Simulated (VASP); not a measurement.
A run of VASP 6.6.1:

The input INCAR:

```
PREC = Accurate
ENCUT = 520
EDIFF = 1E-7
ISMEAR = 0
SIGMA = 0.05
LREAL = Auto
LASPH = T
NELM = 100
ALGO = Normal
ISIF = 2
LWAVE = F
LCHARG = F
GGA = PE
NELECT = 74.0
NBANDS = 52
```

File KPOINTS:

```
Automatic mesh
0
Gamma
  2 2 2
```

File POSCAR:

```
CuSi16
1.0
    0.0000000000      5.4300000000      5.4300000000
    5.4300000000      0.0000000000      5.4300000000
    5.4300000000      5.4300000000      0.0000000000
Si Cu
16 1
Direct
    0.0361654696     -0.0130444751     -0.0127253223
    0.1332795580      0.1266495396      0.1269791897
   -0.0078746777      0.0045313996      0.4993752302
    0.1281414365      0.1282412523      0.6137445672
   -0.0078907919      0.4990473297      0.0048712707
    0.1281319521      0.6134227440      0.1285719153
   -0.0098567219      0.5008055249      0.5011370166
    0.1018000921      0.6319452118      0.6322872007
    0.5074342541      0.0090587477      0.0093602210
    0.6642542357      0.1163492634      0.1166488950
    0.5019581952      0.0046830571      0.4844723757
    0.6200901473      0.1358816759      0.6251870166
    0.5019489871      0.4841694291      0.0049883978
    0.6200718232      0.6248845304      0.1361854512
    0.4729604052      0.5068482505      0.5071480663
    0.6176069982      0.6213517495      0.6216640884
    0.4660954880      0.8471067219      0.8473999079
```

Potentials or basis: VASP PAW PBE potentials, release 64 (Si, Cu).

The run is started by

```sh
$ cat potpaw_PBE.64/Si/POTCAR potpaw_PBE.64/Cu/POTCAR > POTCAR
$ mpirun -np 1 vasp_std > vasp.out
```

Hardware: 1 thread of Intel(R) Xeon(R) Platinum 8175M CPU @ 2.50GHz (Skylake/Cascade Lake), with other jobs on the host.

Estimate the wall time of this run.

It took 8.2 min on 1 thread of Intel(R) Xeon(R) Platinum 8175M CPU @ 2.50GHz (Skylake/Cascade Lake), with other jobs on the host, peak memory 0.5 GiB. Counts: scf iterations 23, k points 8.
